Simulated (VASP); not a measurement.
The system is BN.

```xyz
2
Lattice="0.0000 3.4953 2.1661 1.2516 0.0000 2.1661 1.2516 3.4953 0.0000" Properties=species:S:1:pos:R:3 pbc="T T T"
B     1.2516    3.4953    0.0002
N     1.2516    3.4953    2.8881
```

```yaml
Program: VASP 6.6.1
Task: relaxation of cell and atoms
Functional: PBE
Potentials_or_basis: VASP PAW PBE potentials, release 64 (B, N)
Cutoff: 600 eV
k_mesh: 6 × 6 × 6
Occupations: gaussian, width 0.02 eV
Spin: no spin polarisation
```

At the start: pressure 3.1 GPa; volume 9.48 Å³/atom.

How do energy, volume and symmetry change on relaxing?

Over 18 steps the energy falls by 5.8 meV/atom and the volume is 10.77 Å³/atom (+13.7 %); space group Fmm2 (No. 42, to 0.05 Å).

Step by step:
```csv
step,energy change (eV),largest force (eV/Å),pressure (GPa),volume (Å³)
1,0.0000,0.0093,3.12,18.95
2,0.0039,0.0271,-4.30,19.46
3,-0.0020,0.0051,0.29,19.14
4,-0.0027,0.0114,0.25,19.22
5,-0.0045,0.0611,0.22,19.44
6,-0.0070,0.1616,0.14,19.90
7,-0.0088,0.3664,0.07,20.81
8,-0.0089,0.3534,0.05,20.83
9,-0.0094,0.3147,0.03,20.89
10,-0.0102,0.2376,0.01,21.01
11,-0.0113,0.0853,0.02,21.26
12,-0.0110,0.2140,0.01,21.74
13,-0.0115,0.0452,0.00,21.47
14,-0.0115,0.0370,0.00,21.45
15,-0.0115,0.0337,0.01,21.46
16,-0.0116,0.0232,0.01,21.49
17,-0.0116,0.0023,0.03,21.56
18,-0.0116,0.0062,0.03,21.54
```

Final structure:
```
B N
1.0
     0.00000    3.94255    2.17549
     1.25595    0.00000    2.17549
     1.25595    3.94255    0.00000
B N
1 1
Direct
  0.00004 0.00004 0.99996
  0.66666 0.66666 0.33334
```

Caveat: the k points lie up to 0.50 Å⁻¹ apart in the final cell.
